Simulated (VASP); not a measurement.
# Ag (Fm-3m) in VASP: a series of runs, part 2 of 2

VASP 6.6.1. The steps go on from the part before.

### Step 3. Single point, HSE06

This run uses another cell than the first one, of 17.51 Å³/atom.

POSCAR

```
Ag
1.0
    0.0000000000      2.0610734059      2.0610734059
    2.0610734059      0.0000000000      2.0610734059
    2.0610734059      2.0610734059      0.0000000000
Ag
1
Direct
    0.0000000000      0.0000000000      0.0000000000
```

INCAR.step1

```
ALGO     = Normal         # electronic algorithm
EDIFF    = 1E-5           # SCF threshold, eV
ENCUT    = 470            # plane-wave cutoff, eV
GGA      = PE             # functional
GGA_COMPAT= False        
ISIF     = 2              # what is computed and relaxed
ISMEAR   = -1             # smearing method
LASPH    = True           # aspherical terms in the spheres
LCHARG   = False          # write CHGCAR
LREAL    = False          # projectors in reciprocal space
LWAVE    = True           # write WAVECAR
NBANDS   = 16             # bands
NELM     = 120            # most SCF steps
PREC     = Accurate       # precision mode
SIGMA    = 0.1            # smearing width, eV
```

INCAR.step2

```
ALGO     = Normal         # electronic algorithm
EDIFF    = 1E-6           # SCF threshold, eV
ENCUT    = 470            # plane-wave cutoff, eV
GGA      = PE             # functional
GGA_COMPAT= False        
HFSCREEN = 0.2079         # screening, 1/A
ISIF     = 2              # what is computed and relaxed
ISMEAR   = -1             # smearing method
ISTART   = 1            
LASPH    = True           # aspherical terms in the spheres
LCHARG   = False          # write CHGCAR
LHFCALC  = True           # exact exchange
LREAL    = False          # projectors in reciprocal space
LWAVE    = False          # write WAVECAR
NBANDS   = 16             # bands
NELM     = 120            # most SCF steps
PREC     = Accurate       # precision mode
PRECFOCK = Normal       
SIGMA    = 0.1            # smearing width, eV
```

KPOINTS

```
k-points
0
Gamma
  6 6 6
```

Potentials or basis: VASP PAW PBE potentials, release 64 (Ag_sv_GW).

Run with:

```
> cat potpaw_PBE.64/Ag_sv_GW/POTCAR > POTCAR
> cp INCAR.step1 INCAR
> mpirun -np 1 vasp_std > vasp.out
> cp INCAR.step2 INCAR
> mpirun -np 1 vasp_std > vasp.out
```

OUTCAR:

```text
EDIFF = 1E-6
   ENCUT = 470
   GGA = PE
   HFSCREEN = 0.2079
   ISIF = 2
   ISMEAR = -1
   ISTART = 1
   LASPH = True
   LHFCALC = True
   LREAL = False
   NELM = 120
   PREC = Accurate
   PRECFOCK = Normal

 ion  position               nearest neighbor table
   1  0.000  0.000  0.000-

  LATTYP: Found a face centered cubic cell.
 ALAT       =     4.1221468118

  Lattice vectors:

 A1 = (   0.0000000000,   2.0610734059,   2.0610734059)
 A2 = (   2.0610734059,   0.0000000000,   2.0610734059)
 A3 = (   2.0610734059,   2.0610734059,   0.0000000000)

Analysis of symmetry for initial positions (statically):
=====================================================================
 Subroutine PRICEL returns:
 Original cell was already a primitive cell.

 Routine SETGRP: Setting up the symmetry group for a
 face centered cubic supercell.

 Subroutine GETGRP returns: Found 48 space group operations
 (whereof 48 operations were pure point group operations)
 out of a pool of 48 trial point group operations.
[... 154 lines left out ...]
  ext. energy  EPLUGINS =         0.00000000
  ---------------------------------------------------
  free energy    TOTEN  =         1.15101938 eV

  energy without entropy =        1.16828900  energy(sigma->0) =        1.15965419

 E-fermi :   6.5130     XC(G=0): -10.0538

 val. band max:        6.4375699688   @ k =   0.5000   0.3333   0.1667
 cond. band min:       7.3677678748   @ k =   0.5000   0.1667   0.0000
 fundamental gap:      0.9301979060
 Fermi energy:         6.5130299293

 k-point     1 :       0.0000    0.0000    0.0000
  band No.  band energies     occupation
      1     -90.2031      2.00000
      2     -52.2596      2.00000
      3     -52.2596      2.00000
      4     -52.2596      2.00000
      5      -1.7084      2.00000
      6       0.7237      2.00000
[... 281 lines left out ...]
      3     -52.3545      2.00000
      4     -52.3299      2.00000
      5      -0.3825      2.00000
      6      -0.2040      2.00000
[... 8 lines left out ...]
     15      29.5098      0.00000
     16      33.0648      0.00000

------------------------ aborting loop because EDIFF is reached ----------------------------------------

  FORCE on cell =-STRESS in cart. coord.  units (eV):
  Direction    XX          YY          ZZ          XY          YZ          ZX
  --------------------------------------------------------------------------------------
  -------------------------------------------------------------------------------------
  Total       -0.1763362     -0.1763362     -0.1763362     -0.0000000      0.0000000     -0.0000000
  in kB      -16.1339906    -16.1339906    -16.1339906     -0.0000000      0.0000000     -0.0000000
  external PRESSURE =     -16.1339906 kB  Pullay stress =       0.0000000 kB

 VOLUME and BASIS-vectors are now :
 -----------------------------------------------------------------------------
  energy-cutoff  :      470.00
  volume of cell :       17.51
      direct lattice vectors                 reciprocal lattice vectors
     0.000000000  2.061073406  2.061073406    -0.242592039  0.242592039  0.242592039
     2.061073406  0.000000000  2.061073406     0.242592039 -0.242592039  0.242592039
     2.061073406  2.061073406  0.000000000     0.242592039  0.242592039 -0.242592039

 POSITION                                       TOTAL-FORCE (eV/Angst)
 -----------------------------------------------------------------------------------
      0.00000      0.00000      0.00000         0.000000     -0.000000     -0.000000
 -----------------------------------------------------------------------------------
    total drift:                               -0.000001     -0.000001     -0.000001

  FREE ENERGIE OF THE ION-ELECTRON SYSTEM (eV)
  ---------------------------------------------------
  free  energy   TOTEN  =         1.1510193825 eV

  energy  without entropy=        1.1682889993  energy(sigma->0) =        1.15965419
```

OUTCAR.step1:

```text
EDIFF = 1E-5
   ENCUT = 470
   GGA = PE
   ISIF = 2
   ISMEAR = -1
   LASPH = True
[... 508 lines left out ...]

 POSITION                                       TOTAL-FORCE (eV/Angst)
 -----------------------------------------------------------------------------------
      0.00000      0.00000      0.00000         0.000000      0.000000      0.000000
 -----------------------------------------------------------------------------------
    total drift:                                0.000000      0.000000      0.000000

  FREE ENERGIE OF THE ION-ELECTRON SYSTEM (eV)
  ---------------------------------------------------
  free  energy   TOTEN  =        -0.5986130037 eV

  energy  without entropy=       -0.5806825399  energy(sigma->0) =       -0.58964777
```

OSZICAR.step1:

```text
N       E                     dE             d eps       ncg     rms          rms(c)
DAV:   1     0.252735328999E+03    0.25274E+03   -0.11283E+04   568   0.141E+03
DAV:   2     0.493900866098E+01   -0.24780E+03   -0.23363E+03   520   0.559E+02
DAV:   3    -0.161167140656E+01   -0.65507E+01   -0.65065E+01   784   0.103E+02
DAV:   4    -0.170480126013E+01   -0.93130E-01   -0.93123E-01   656   0.110E+01
DAV:   5    -0.170935532596E+01   -0.45541E-02   -0.45540E-02   824   0.246E+00    0.652E+00
DAV:   6    -0.649539509590E+00    0.10598E+01   -0.28426E+00   776   0.433E+01    0.227E+00
DAV:   7    -0.613090592592E+00    0.36449E-01   -0.95130E-02   832   0.725E+00    0.121E+00
DAV:   8    -0.598333931724E+00    0.14757E-01   -0.24897E-02   616   0.328E+00    0.211E-01
DAV:   9    -0.598588858729E+00   -0.25493E-03   -0.55152E-04   832   0.368E-01    0.827E-02
DAV:  10    -0.598612464193E+00   -0.23605E-04   -0.35161E-05   696   0.114E-01    0.692E-03
DAV:  11    -0.598613003654E+00   -0.53946E-06   -0.23435E-06   392   0.210E-02
   1 F= -.59861300E+00 E0= -.58964777E+00  d E =-.179305E-01
```

Wall time 20 min (1 thread of Intel Xeon Platinum 8259CL at 2.50GHz (Skylake/Cascade Lake), shared host); peak memory 0.25 GiB.

What came out:

- Free energy: 1.1510 eV
- Pressure: -1.6 GPa
- Band gap on the k mesh: zero (an odd number of electrons rules out a gap without spin polarisation)

Caveat: the k points lie up to 0.44 Å⁻¹ apart, too coarse for converged energies and pressures of a metal; the PAW data sets were made with another functional, which shifts forces and pressure a little.

The gap in the log of VASP goes by the Fermi energy; the results here count the filled bands.